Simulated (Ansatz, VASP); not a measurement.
# Two plane-wave programs on CuCl

```
Cu Cl
1.0
     0.00000    2.74566    2.74566
     2.74566    0.00000    2.74566
     2.74566    2.74566    0.00000
Cu Cl
1 1
Direct
  0.00000 0.00000 0.00000
  0.25000 0.25000 0.25000
```

Alike in both runs: task single point; functional HSE06; k mesh 4 × 4 × 4; occupations fermi-dirac, width 0.05 eV; no spin polarisation.

|  | VASP | Ansatz |
| --- | --- | --- |
| version | VASP 6.6.1 | Ansatz 0.2.0 development build |
| potentials or method | VASP PAW PBE potentials, release 64 (Cu, Cl) | plane waves, PAW datasets (generated soft set 1) |
| plane-wave cutoff (eV) | 520 | 420 |
| valence electrons in the cell | 18 | 26 |

|  | VASP | Ansatz | Ansatz less VASP |
| --- | --- | --- | --- |
| gap on the k mesh at the Fermi level (eV) | 2.29 | 2.32 | +0.029 |

VASP's potentials hold 18 valence electrons a cell and Ansatz's 26, so a difference there can come from the potentials and not from the codes.

The k mesh is coarse, so the values compare programs but aren't converged.
